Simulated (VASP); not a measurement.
# BeB3P2 (R-3m) in VASP: notebook

Runs on BeB3P2. Level: PBE. Tasks: single point, relaxation of cell and atoms.

Everything below comes from runs of VASP 6.6.1. Logs are shortened: lines on timing, memory, paths and dates and some standing lists are left out, and cuts for length are marked.

### 1 The cell of the first run

The structure is trigonal, space group R-3m (No. 166). The conventional cell has a = 6.217 Å, b = 6.217 Å, c = 7.201 Å, α = 90.00°, β = 90.00°, γ = 120.00°. Be (site symmetry -3m) has 2 P at 2.05 Å within 2.7 Å. Within 2.4 Å of B (site symmetry 2/m) lie 2 P at 1.83 Å. P (site symmetry 3m) has 3 B at 1.83 Å and 1 Be at 2.05 Å within 2.4 Å.

### 2 Single point, PBE

Input file INCAR:

```
PREC = Accurate ; ENCUT = 520
EDIFF = 1E-6 ; ISMEAR = 0
SIGMA = 0.1 ; LREAL = False
LASPH = True ; NELM = 80
ALGO = Normal ; ISIF = 2
LWAVE = False ; LCHARG = True
GGA = PE ; LELF = True
LVHAR = True ; NBANDS = 20
```

Input file KPOINTS:

```
Automatic mesh
0
Gamma
  6 6 6
```

Input file POSCAR:

```
BeB3P2
1.0
    3.1084240713      1.7946494743      2.4002403454
   -3.1084240713      1.7946494743      2.4002403454
    0.0000000000     -3.5892989486      2.4002403454
Be B P
1 3 2
Direct
    0.5000000000      0.5000000000      0.5000000000
    0.0000000000      0.5000000000      0.0000000000
    0.5000000000      0.0000000000      0.0000000000
    0.0000000000      0.0000000000      0.5000000000
    0.7850389518      0.7850389518      0.7850389518
    0.2149610482      0.2149610482      0.2149610482
```

Potentials or basis: VASP PAW PBE potentials, release 64 (Be, B, P).

Command:

```console
$ cat potpaw_PBE.64/Be/POTCAR potpaw_PBE.64/B/POTCAR potpaw_PBE.64/P/POTCAR > POTCAR
$ mpirun -np 1 vasp_std > vasp.out
```

OUTCAR:

```text
PREC = Accurate
   ENCUT = 520
   EDIFF = 1E-6
   ISMEAR = 0
   LREAL = False
   LASPH = True
   NELM = 80
   ISIF = 2
   GGA = PE

 ion  position               nearest neighbor table
   1  0.500  0.500  0.500-   5 2.05   6 2.05
   2  0.000  0.500  0.000-   5 1.83   6 1.83
   3  0.500  0.000  0.000-   5 1.83   6 1.83
   4  0.000  0.000  0.500-   5 1.83   6 1.83
   5  0.785  0.785  0.785-   4 1.83   3 1.83   2 1.83   1 2.05
   6  0.215  0.215  0.215-   4 1.83   3 1.83   2 1.83   1 2.05

  LATTYP: Found a trigonal (rhomboedric) cell.
 ALAT       =     4.3178953969
 COS(alpha) =    -0.0364927968

  Lattice vectors:

 A1 = (   3.1084240713,   1.7946494743,   2.4002403454)
 A2 = (  -3.1084240713,   1.7946494743,   2.4002403454)
 A3 = (   0.0000000000,  -3.5892989486,   2.4002403454)

Analysis of symmetry for initial positions (statically):
=====================================================================
 Subroutine PRICEL returns:
 Original cell was already a primitive cell.

 Routine SETGRP: Setting up the symmetry group for a
 trigonal (rhombohedral) supercell.

 Subroutine GETGRP returns: Found 12 space group operations
 (whereof 12 operations were pure point group operations)
 out of a pool of 12 trial point group operations.

The static configuration has the point symmetry D_3d.

Analysis of symmetry for dynamics (positions and initial velocities):
=====================================================================
 Subroutine PRICEL returns:
 Original cell was already a primitive cell.

 Routine SETGRP: Setting up the symmetry group for a
 trigonal (rhombohedral) supercell.

 Subroutine GETGRP returns: Found 12 space group operations
 (whereof 12 operations were pure point group operations)
 out of a pool of 12 trial point group operations.

The dynamic configuration has the point symmetry D_3d.

 Subroutine INISYM returns: Found 12 space group operations
 (whereof 12 operations are pure point group operations),
 and found     1 'primitive' translations

----------------------------------------------------------------------------------------

                                     Primitive cell

  volume of cell :      80.3389

  direct lattice vectors                    reciprocal lattice vectors
     3.108424071  1.794649474  2.400240345     0.160853213  0.092868646  0.138874981
    -3.108424071  1.794649474  2.400240345    -0.160853213  0.092868646  0.138874981
     0.000000000 -3.589298949  2.400240345     0.000000000 -0.185737292  0.138874981

  length of vectors
     4.317895397  4.317895397  4.317895397     0.231915075  0.231915075  0.231915075

  position of ions in fractional coordinates (direct lattice)
     0.500000000  0.500000000  0.500000000
     0.000000000  0.500000000  0.000000000
     0.500000000  0.000000000  0.000000000
     0.000000000  0.000000000  0.500000000
     0.785038952  0.785038952  0.785038952
     0.214961048  0.214961048  0.214961048

  ion indices of the primitive-cell ions
   primitive index   ion index
                 1           1
                 2           2
                 3           3
                 4           4
                 5           5
                 6           6

----------------------------------------------------------------------------------------

 KPOINTS: Automatic mesh

Automatic generation of k-mesh.
 Grid dimensions read from file:
 generate k-points for:    6    6    6

 Generating k-lattice:

  Cartesian coordinates                     Fractional coordinates (reciprocal lattice)
     0.026808869  0.015478108  0.023145830     0.166666667  0.000000000  0.000000000
    -0.026808869  0.015478108  0.023145830     0.000000000  0.166666667  0.000000000
     0.000000000 -0.030956215  0.023145830     0.000000000  0.000000000  0.166666667

  Length of vectors
     0.038652513  0.038652513  0.038652513

  Shift w.r.t. Gamma in fractional coordinates (k-lattice)
     0.000000000  0.000000000  0.000000000

 Subroutine IBZKPT returns following result:
 ===========================================

 Found     32 irreducible k-points:

 Following reciprocal coordinates:
            Coordinates               Weight
  0.000000  0.000000  0.000000      1.000000
  0.166667  0.000000 -0.000000      6.000000
  0.333333  0.000000 -0.000000      6.000000
  0.500000  0.000000 -0.000000      3.000000
  0.166667  0.166667 -0.000000      6.000000
  0.333333  0.166667 -0.000000     12.000000
[... 16 lines left out ...]
  0.500000  0.500000  0.166667      6.000000
 -0.333333  0.500000  0.166667     12.000000
 [... further k-points ...]
   k-points           NKPTS =     32   k-points in BZ     NKDIM =     32   number of bands    NBANDS=     20
   number of dos      NEDOS =    301   number of ions     NIONS =      6
   total plane-waves  NPLWV =  32768
   dimension x,y,z NGX =    32 NGY =   32 NGZ =   32
   dimension x,y,z NGXF=    64 NGYF=   64 NGZF=   64
   ions per type =               1   3   2
   NGX,Y,Z   is equivalent  to a cutoff of  12.32, 12.32, 12.32 a.u.
   NGXF,Y,Z  is equivalent  to a cutoff of  24.64, 24.64, 24.64 a.u.
 SYSTEM =  unknown system
   PREC   = accura    normal or accurate (medium, high low for compatibility)
   ISTART =      0    job   : 0-new  1-cont  2-samecut
   ICHARG =      2    charge: 1-file 2-atom 10-const
   ISPIN  =      1    spin polarized calculation?
   LNONCOLLINEAR =      F non collinear calculations
   LSORBIT =      F    spin-orbit coupling
   LASPH  =      T    aspherical Exc in radial PAW
   ENCUT  =  520.0 eV  38.22 Ry    6.18 a.u.   8.03  8.03  8.03*2*pi/ulx,y,z
   NELM   =     80;   NELMIN=  2; NELMDL= -5     # of ELM steps
   EDIFF  = 0.1E-05   stopping-criterion for ELM
   LREAL  =      F    real-space projection
   EDIFFG = 0.1E-04   stopping-criterion for IOM
   NSW    =      0    number of steps for IOM
   IBRION =     -1    ionic relax: 0-MD 1-quasi-New 2-CG
   NFREE  =      0    steps in history (QN), initial steepest desc. (CG)
   ISIF   =      2    stress and relaxation
   ISYM   =      2    0-nonsym 1-usesym 2-fastsym
   POTIM  = 0.5000    time-step for ionic-motion
   TEBEG  =    0.0;   TEEND  =   0.0 temperature during run
   PSTRESS=    0.0 pullay stress
   NELECT =      21.0000    total number of electrons
   NUPDOWN=      -1.0000    fix difference up-down
   EMIN   =  10.00;   EMAX   =-10.00  energy-range for DOS
   EFERMI =   0.00;   METHOD = LEGACY
   ISMEAR =     0;   SIGMA  =   0.10  broadening in eV -4-tet -1-fermi 0-gaus
   EFERMI_NEDOS =   21; number of points for ismear=-14 and -15
   IALGO  =     38    algorithm
   IMIX   =      4    mixing-type and parameters
     AMIX     =   0.40;   BMIX     =  1.00
     AMIX_MAG =   1.60;   BMIX_MAG =  1.00
  volume/ion in A,a.u.               =      13.39        90.36
  Fermi-wavevector in a.u.,A,eV,Ry     =   1.046741  1.978054 14.907455  1.095667
  Thomas-Fermi vector in A             =   2.181592
   LORBIT       =      0    0 simple, 1 ext, 2 COOP (PROOUT), +10 PAW based schemes
   GGA     = PE    functional components
   LHFCALC =     F    Hartree Fock is set to
   AEXX    =    0.0000 exact exchange contribution
   IVDW    =     0    specifies the selected vdW correction
   LEPSILON=     F    determine dielectric tensor
   LRPA    =     F    only Hartree local field effects (RPA)
 non-spin polarized calculation
 Gauss-broadening in eV      SIGMA  =   0.10
  energy-cutoff  :      520.00
  volume of cell :       80.34
 maximum number of plane-waves:      2196
   NGX = 17   NGY = 17   NGZ = 17

 number of electron      21.0000000 magnetization

 Free energy of the ion-electron system (eV)
  ---------------------------------------------------
  ext. energy  EPLUGINS =         0.00000000
  ---------------------------------------------------
  free energy    TOTEN  =       -28.35530156 eV

  energy without entropy =      -28.34134470  energy(sigma->0) =      -28.34832313

 E-fermi :   5.0861     XC(G=0):  -9.9144

 val. band max:        5.0783023988   @ k =  -0.1667   0.3333   0.1667
 cond. band min:       5.1239792757   @ k =   0.5000   0.5000   0.1667
 fundamental gap:      0.0456768769
 Fermi energy:         5.0861011886

 k-point     1 :       0.0000    0.0000    0.0000
  band No.  band energies     occupation
      1      -9.4060      2.00000
      2      -6.9901      2.00000
      3      -2.3703      2.00000
      4      -2.3703      2.00000
      5      -0.3343      2.00000
      6      -0.3343      2.00000
[... 12 lines left out ...]
     19       9.9386      0.00000
     20       9.9386      0.00000

 k-point     2 :       0.1667    0.0000   -0.0000
  band No.  band energies     occupation
      1      -9.2770      2.00000
      2      -7.1130      2.00000
      3      -2.5339      2.00000
      4      -2.3023      2.00000
      5      -0.5661      2.00000
      6      -0.3510      2.00000
[... 12 lines left out ...]
     19      10.1494      0.00000
     20      10.2672      0.00000

 k-point     3 :       0.3333    0.0000   -0.0000
  band No.  band energies     occupation
      1      -8.9320      2.00000
      2      -7.4750      2.00000
      3      -2.6671      2.00000
      4      -2.1481      2.00000
      5      -1.1896      2.00000
      6      -0.4148      2.00000
[... 12 lines left out ...]
     19      11.4365      0.00000
     20      11.9531      0.00000

 k-point     4 :       0.5000    0.0000   -0.0000
  band No.  band energies     occupation
      1      -8.6434      2.00000
      2      -7.7861      2.00000
      3      -2.5893      2.00000
      4      -2.0586      2.00000
      5      -1.6254      2.00000
      6      -0.4662      2.00000
[... 429 lines left out ...]
 k-point    23 :       0.5000    0.5000    0.1667
  band No.  band energies     occupation
      1      -7.9826      2.00000
      2      -7.7055      2.00000
      3      -4.0168      2.00000
      4      -2.8963      2.00000
      5      -1.5343      2.00000
      6      -0.5223      2.00000
[... 12 lines left out ...]
     19      11.7361      0.00000
     20      12.2768      0.00000

 k-point    24 :      -0.3333    0.5000    0.1667
  band No.  band energies     occupation
      1      -8.1952      2.00000
      2      -7.6567      2.00000
      3      -3.7677      2.00000
      4      -2.7848      2.00000
      5      -1.2041      2.00000
      6      -0.6716      2.00000
[... 12 lines left out ...]
     19      11.6438      0.00000
     20      11.9620      0.00000

 [... further k-points ...]
[... 5 lines left out ...]
  --------------------------------------------------------------------------------------
  -------------------------------------------------------------------------------------
  Total       -0.1767391     -0.1767391     -0.0152253      0.0000000      0.0000000     -0.0000000
  in kB       -3.5246609     -3.5246609     -0.3036338      0.0000000      0.0000000     -0.0000000
  external PRESSURE =      -2.4509852 kB  Pullay stress =       0.0000000 kB

 VOLUME and BASIS-vectors are now :
 -----------------------------------------------------------------------------
  energy-cutoff  :      520.00
  volume of cell :       80.34
      direct lattice vectors                 reciprocal lattice vectors
     3.108424071  1.794649474  2.400240345     0.160853213  0.092868646  0.138874981
    -3.108424071  1.794649474  2.400240345    -0.160853213  0.092868646  0.138874981
     0.000000000 -3.589298949  2.400240345     0.000000000 -0.185737292  0.138874981

 POSITION                                       TOTAL-FORCE (eV/Angst)
 -----------------------------------------------------------------------------------
      0.00000      0.00000      3.60036        -0.000000     -0.000000      0.000000
     -1.55421      0.89732      1.20012        -0.000000     -0.000000      0.000000
      1.55421      0.89732      1.20012         0.000000     -0.000000      0.000000
      0.00000     -1.79465      1.20012        -0.000000     -0.000000      0.000000
      0.00000      0.00000      5.65285         0.000000      0.000000      0.014728
      0.00000      0.00000      1.54787         0.000000     -0.000000     -0.014728
 -----------------------------------------------------------------------------------
    total drift:                                0.000000      0.000000     -0.000000

  FREE ENERGIE OF THE ION-ELECTRON SYSTEM (eV)
  ---------------------------------------------------
  free  energy   TOTEN  =       -28.3553015592 eV

  energy  without entropy=      -28.3413446991  energy(sigma->0) =      -28.34832313
```

Run time: 40 s. Hardware: 1 thread of Intel Xeon Platinum 8259CL at 2.50GHz (Skylake/Cascade Lake), shared host; peak memory 0.2 GiB.

What came out:

```
Free energy   : -28.3553 eV
Pressure      : -0.2 GPa
Largest force : 0.015 eV/Å
```

Forces on the atoms (eV/Å):
```
Be   0.000  0.000  0.000
B    0.000  0.000  0.000
B    0.000  0.000  0.000
B    0.000  0.000  0.000
P    0.000  0.000  0.015
P    0.000  0.000 -0.015
```

### 3 Relaxation of cell and atoms, PBE

This run uses another cell than the first one, of 13.89 Å³/atom, 1.038 times its volume.

Input file INCAR:

```
  PREC = Accurate
  ENCUT = 600
  EDIFF = 1E-6
  ISMEAR = 0
  SIGMA = 0.1
  LREAL = False
  LASPH = True
  NELM = 60
  ALGO = Normal
  ISIF = 3
  LWAVE = False
  LCHARG = False
  GGA = PE
  IBRION = 2
  NSW = 90
  EDIFFG = -0.04
```

Input file KPOINTS:

```
regular mesh
0
Gamma
  4 4 4
```

Input file POSCAR:

```
BeB3P2
1.0
    3.0888065700      1.7833233000      2.5220000000
   -3.0888065700      1.7833233000      2.5220000000
    0.0000000000     -3.5666466000      2.5220000000
Be B P
1 3 2
Direct
    0.5000000000      0.5000000000      0.5000000000
    0.0000000000      0.5000000000      0.0000000000
    0.5000000000      0.0000000000      0.0000000000
    0.0000000000      0.0000000000      0.5000000000
    0.7500000000      0.7500000000      0.7500000000
    0.2500000000      0.2500000000      0.2500000000
```

Potentials or basis: VASP PAW PBE potentials, release 64 (Be, B, P).

Command:

```console
$ cat potpaw_PBE.64/Be/POTCAR potpaw_PBE.64/B/POTCAR potpaw_PBE.64/P/POTCAR > POTCAR
$ mpirun -np 1 vasp_std > vasp.out
```

Run time: 2.4 min. Hardware: 1 thread of Intel Xeon Platinum 8259CL at 2.50GHz (Skylake/Cascade Lake), shared host; peak memory 0.21 GiB.

The run converged. Its results:

| Item | Value |
| --- | --- |
| Free energy | -28.3992 eV |
| Relaxed volume | 13.37 Å³/atom |
| Relaxed cell | a = 4.316 Å, b = 4.316 Å, c = 4.316 Å, α = 92.14°, β = 92.14°, γ = 92.14° |
| Space group after relaxing (to 0.05 Å) | R-3m (No. 166) |
| Energy gained by relaxing | 108.5 meV/atom |
| Ionic steps | 12 |
| Pressure after relaxing | 0.0 GPa |
| Largest force after relaxing | 0.033 eV/Å |

Forces in eV/Å, atoms in the order of the input:
```
Be   0.000  0.000  0.000
B    0.000  0.000  0.000
B    0.000  0.000  0.000
B    0.000  0.000  0.000
P    0.000  0.000 -0.033
P    0.000  0.000  0.033
```

Stress tensor (GPa, compression positive):
```
 0.10  0.00  0.00
 0.00  0.10  0.00
 0.00  0.00 -0.08
```

The path:
| step | energy change (eV) | largest force (eV/Å) | pressure (GPa) | volume (Å³) |
| --- | --- | --- | --- | --- |
| 1 | 0.0000 | 3.2775 | -1.48 | 83.35 |
| 2 | -0.4226 | 0.6645 | 3.49 | 81.67 |
| 3 | -0.5068 | 0.3384 | 1.00 | 82.20 |
| 4 | -0.5371 | 0.3107 | -0.64 | 83.12 |
| 5 | -0.5552 | 0.2183 | -3.36 | 84.67 |
| 6 | -0.5686 | 0.1687 | -3.27 | 84.43 |
| 7 | -0.6014 | 0.0497 | -3.07 | 83.67 |
| 8 | -0.6322 | 0.1137 | -2.90 | 82.10 |
| 9 | -0.6497 | 0.0774 | -0.57 | 80.62 |
| 10 | -0.6504 | 0.0701 | -0.03 | 80.29 |
| 11 | -0.6504 | 0.0695 | 0.03 | 80.25 |
| 12 | -0.6507 | 0.0333 | 0.04 | 80.23 |

Final structure:
```
Be B P
1.0
     3.10853    1.79471    2.39682
    -3.10853    1.79471    2.39682
     0.00000   -3.58942    2.39682
Be B P
1 3 2
Cartesian
  0.0000 0.0000 3.5952
  -1.5543 0.8974 1.1984
  1.5543 0.8974 1.1984
  0.0000 -1.7947 1.1984
  0.0000 0.0000 5.6428
  0.0000 0.0000 1.5477
```

Levels at points of the mesh, in eV from the Fermi level:
```tsv
k point	band 8	band 9	band 10	band 11	band 12	band 13
(0.00, 0.00, 0.00)	-3.34	-3.01	-3.01	0.48	1.39	1.82
(0.50, 0.00, 0.00)	-4.43	-1.91	-1.21	0.47	0.48	1.24
(0.50, 0.50, 0.00)	-3.63	-2.17	-1.20	-0.93	0.35	1.17
(0.50, 0.50, 0.50)	-4.94	-1.26	-1.26	1.73	2.76	2.76
```

### 4 Relaxation of cell and atoms, PBE

Input file INCAR:

```
ALGO = Normal
EDIFF = 1E-7
EDIFFG = -0.04
ENCUT = 600
GGA = PE
IBRION = 2
ISIF = 3
ISMEAR = 0
LASPH = T
LCHARG = F
LREAL = F
LWAVE = F
NELM = 60
NSW = 90
PREC = Accurate
SIGMA = 0.1
```

Input file KPOINTS:

```
k-points
0
Gamma
  6 6 6
```

Input file POSCAR:

```
BeB3P2
1.0
    3.1109225904      1.7960919950      2.3998541427
   -3.1109225904      1.7960919950      2.3998541427
    0.0000000000     -3.5921839899      2.3998541427
Be B P
1 3 2
Direct
    0.5000000000      0.5000000000      0.5000000000
    0.0000000000      0.5000000000      0.0000000000
    0.5000000000      0.0000000000      0.0000000000
    0.0000000000      0.0000000000      0.5000000000
    0.7839449359      0.7839449359      0.7839449359
    0.2160550641      0.2160550641      0.2160550641
```

Command:

```console
$ cat potpaw_PBE.64/Be/POTCAR potpaw_PBE.64/B/POTCAR potpaw_PBE.64/P/POTCAR > POTCAR
$ mpirun -np 1 vasp_std > vasp.out
```

It took 1.9 min on 1 thread of Intel Xeon Platinum 8259CL at 2.50GHz (Skylake/Cascade Lake), shared host; peak memory 0.22 GiB.

It converged, with:

```
Free energy                            : -28.3583 eV
Relaxed volume                         : 13.36 Å³/atom
Relaxed cell                           : a = 4.314 Å, b = 4.314 Å, c = 4.314 Å, α = 92.01°, β = 92.01°, γ = 92.01°
Space group after relaxing (to 0.05 Å) : R-3m (No. 166)
Energy gained by relaxing              : 0.3 meV/atom
Ionic steps                            : 3
Pressure after relaxing                : 0.2 GPa
Largest force after relaxing           : 0.036 eV/Å
```

Forces in eV/Å, atoms in the order of the input:
```
Be   0.000  0.000  0.000
B    0.000  0.000  0.000
B    0.000  0.000  0.000
B    0.000  0.000  0.000
P    0.000  0.000  0.036
P    0.000  0.000 -0.036
```

Step by step:
| step | energy change (eV) | largest force (eV/Å) | pressure (GPa) | volume (Å³) |
| --- | --- | --- | --- | --- |
| 1 | 0.0000 | 0.1411 | -0.43 | 80.46 |
| 2 | -0.0014 | 0.0062 | 0.39 | 80.03 |
| 3 | -0.0017 | 0.0356 | 0.15 | 80.15 |

Final structure:
```
CELL_PARAMETERS angstrom
3.10365 1.79190 2.40204
-3.10365 1.79190 2.40204
0.00000 -3.58379 2.40204
ATOMIC_POSITIONS crystal
Be 0.50000 0.50000 0.50000
B 0.00000 0.50000 0.00000
B 0.50000 0.00000 0.00000
B 0.00000 0.00000 0.50000
P 0.78462 0.78462 0.78462
P 0.21538 0.21538 0.21538
```

Levels at points of the mesh, in eV from the Fermi level:
```csv
k point,band 6,band 7,band 8,band 9,band 10,band 11,band 12,band 13,band 14
"(0.00, 0.00, 0.00)",-5.42,-5.01,-3.18,-2.82,-2.82,0.71,1.61,2.01,2.01
"(0.50, 0.00, 0.00)",-5.55,-4.84,-4.27,-1.71,-1.02,0.65,0.69,1.42,2.11
"(0.50, 0.50, 0.00)",-5.41,-5.14,-3.47,-1.97,-1.01,-0.74,0.51,1.38,3.09
"(0.50, 0.50, 0.50)",-6.52,-6.52,-4.78,-1.06,-1.06,1.90,2.95,2.95,3.88
```

### 5 Overview

```tsv
task	cell	k mesh	cutoff (eV)	gap on the mesh (eV)	pressure (GPa)	relaxed volume (Å³/atom)	largest force (eV/Å)
single point	a = 4.318 Å, angles 92.1°, 6 atoms	6 × 6 × 6	520	none	-0.2	-	0.01
relaxation of cell and atoms	relaxed from a = 4.368 Å, 6 atoms	4 × 4 × 4	600	none	0.0	13.37	0.03
relaxation of cell and atoms	relaxed from a = 4.320 Å, angles 92.1°, 6 atoms	6 × 6 × 6	600	none	0.2	13.36	0.04
```

Alike in all rows: level PBE; potentials or basis VASP PAW PBE potentials, release 64 (Be, B, P); no spin polarisation; smearing gaussian 0.1 eV.

Absolute energies hang on the potentials; compare differences alone.
